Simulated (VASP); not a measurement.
Write the native input for VASP 6.6.1 that does the following.

| Item | Value |
| --- | --- |
| Task | single point |
| Functional | PBEsol |
| Potentials or basis | VASP PAW PBE potentials, release 64 (Ta_sv_GW, N) |
| Cutoff | 700 eV |
| k mesh | 18 × 18 × 18 |
| Occupations | gaussian, width 0.15 eV |
| Spin | no spin polarisation |
| Dipole correction | no |
| Further INCAR settings | ALGO = Normal; EDIFF = 1e-06; NBANDS = 16 |

The structure of TaN lies in POSCAR:

```
TaN
1.0
    0.0000000000      2.1790000000      2.1790000000
    2.1790000000      0.0000000000      2.1790000000
    2.1790000000      2.1790000000      0.0000000000
Ta N
1 1
Direct
    0.5172097292      0.5172097292      0.4827902708
    0.0000000000      0.0000000000      0.0000000000
```

This cell differs from its parent crystal: all Ta atoms moved +0.075 Å, as atom 1 along Cartesian [0 0 1].

These files were run (other wordings do the same):

INCAR

```
SYSTEM = TaN
  PREC = Accurate
  ENCUT = 700
  EDIFF = 1E-6
  ISMEAR = 0
  SIGMA = 0.15
  LREAL = .False.
  LASPH = .True.
  NELM = 120
  ALGO = Normal
  ISIF = 2
  LWAVE = .False.
  LCHARG = .False.
  GGA = PS
  NBANDS = 16
  GGA_COMPAT = .False.
```

KPOINTS

```
regular mesh
0
Gamma
  18 18 18
  0 0 0
```

Potentials or basis: VASP PAW PBE potentials, release 64 (Ta_sv_GW, N).

Command:

```sh
$ cat potpaw_PBE.64/Ta_sv_GW/POTCAR potpaw_PBE.64/N/POTCAR > POTCAR
$ mpirun -np 1 vasp_std > vasp.out
```

It gave:

| Property | Result |
| --- | --- |
| Pressure | 5.5 GPa |
| Largest force | 0.689 eV/Å |
| Band gap on the k mesh | zero (bands 9 and 10 overlap by 3.98 eV) |

Caveat: the cell differs from its parent crystal (all Ta atoms moved +0.075 Å, as atom 1 along Cartesian [0 0 1]); the cell stands under pressure; the PAW data sets were made with another functional, which shifts forces and pressure a little; spin-orbit coupling is left out, which moves the levels of the heavy elements.

Run time: 110 s on 1 thread of Intel(R) Xeon(R) 6975P-C (Granite Rapids) (shared host), peak memory 0.39 GiB.
